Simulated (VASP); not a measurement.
Input of a VASP 6.6.1 run:

File INCAR:

```
SYSTEM = Ga2Te2O
ALGO = Normal
EDIFF = 1E-6
ENCUT = 520
GGA = PE
ISIF = 2
ISMEAR = 0
LASPH = .True.
LCHARG = .False.
LREAL = .False.
LWAVE = .False.
NBANDS = 55
NELM = 60
PREC = Accurate
SIGMA = 0.1
```

KPOINTS

```
k-points
0
Gamma
  6 6 1
  0 0 0
```

File POSCAR:

```
Ga2Te2O
1.0
    4.1671462798      0.0000000000      0.0000000000
   -2.0835731399      3.6088545396      0.0000000000
    0.0000000000      0.0000000000     20.5639275630
Ga Te O
4 4 2
Direct
    0.6666666667      0.3333333333      0.8361883361
    0.6666666667      0.3333333333      0.6638116639
    0.3333333333      0.6666666667      0.3361883361
    0.3333333333      0.6666666667      0.1638116639
    0.3333333333      0.6666666667      0.6051744870
    0.3333333333      0.6666666667      0.8948255130
    0.6666666667      0.3333333333      0.1051744870
    0.6666666667      0.3333333333      0.3948255130
    0.6666666667      0.3333333333      0.7500000000
    0.3333333333      0.6666666667      0.2500000000
```

Potentials or basis: VASP PAW PBE potentials, release 64 (Ga_d, Te, O).

Launch:

```bash
$ cat potpaw_PBE.64/Ga_d/POTCAR potpaw_PBE.64/Te/POTCAR potpaw_PBE.64/O/POTCAR > POTCAR
$ mpirun -np 1 vasp_std > vasp.out
```

**Question.** Predict the band gap on the k mesh.

**Answer.** 1.36 eV.

**Question.** What does it give for the largest force?

**Answer.** 0.017 eV/Å.

**Question.** Predict the pressure.

**Answer.** 0.1 GPa.

Forces in eV/Å, atoms in the order of the input:
```
Ga   0.000  0.000 -0.015
Ga   0.000  0.000  0.015
Ga   0.000  0.000 -0.015
Ga   0.000  0.000  0.015
Te   0.000  0.000 -0.017
Te   0.000  0.000  0.017
Te   0.000  0.000 -0.017
Te   0.000  0.000  0.017
O    0.000  0.000  0.000
O    0.000  0.000  0.000
```

Caveat: spin-orbit coupling is left out, which moves the levels of the heavy elements; an odd mesh through Γ misses points on the zone boundary, where band edges can lie; this functional lacks dispersion, which binds the layers, so the pressure and a relaxed spacing across them are unreliable.
